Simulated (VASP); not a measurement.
Here is a VASP 6.6.1 calculation.

Contents of INCAR:

```
SYSTEM = CeO2
PREC = Accurate
ENCUT = 520
EDIFF = 1E-6
ISMEAR = 0
SIGMA = 0.05
LREAL = .FALSE.
LASPH = .TRUE.
NELM = 80
ALGO = Normal
ISIF = 2
LWAVE = .FALSE.
LCHARG = .TRUE.
GGA = RE
LELF = .TRUE.
LVHAR = .TRUE.
NBANDS = 19
```

The input KPOINTS:

```
Automatic mesh
0
G
  8 8 8
  0 0 0
```

File POSCAR:

```
CeO2
1.0
    0.0000000000      2.7549161186      2.7549161186
    2.7549161186      0.0000000000      2.7549161186
    2.7549161186      2.7549161186      0.0000000000
Ce O
1 2
Direct
    0.0000000000      0.0000000000      0.0000000000
    0.2500000000      0.2500000000      0.2500000000
    0.7500000000      0.7500000000      0.7500000000
```

Potentials or basis: VASP PAW PBE potentials, release 64 (Ce, O).

The run is started by

```console
$ cat potpaw_PBE.64/Ce/POTCAR potpaw_PBE.64/O/POTCAR > POTCAR
$ mpirun -np 1 vasp_std > vasp.out
```

(1) What does it give for the pressure?

(2) What does it give for the band gap on the k mesh?

Results:

(1) -1.3 GPa.

(2) 1.80 eV (least direct gap 1.89 eV).

Caveat: the PAW data sets were made with another functional, which shifts forces and pressure a little; spin-orbit coupling is left out, which moves the levels of the heavy elements; semilocal functionals describe open f shells poorly, which spoils levels, moments and volumes.
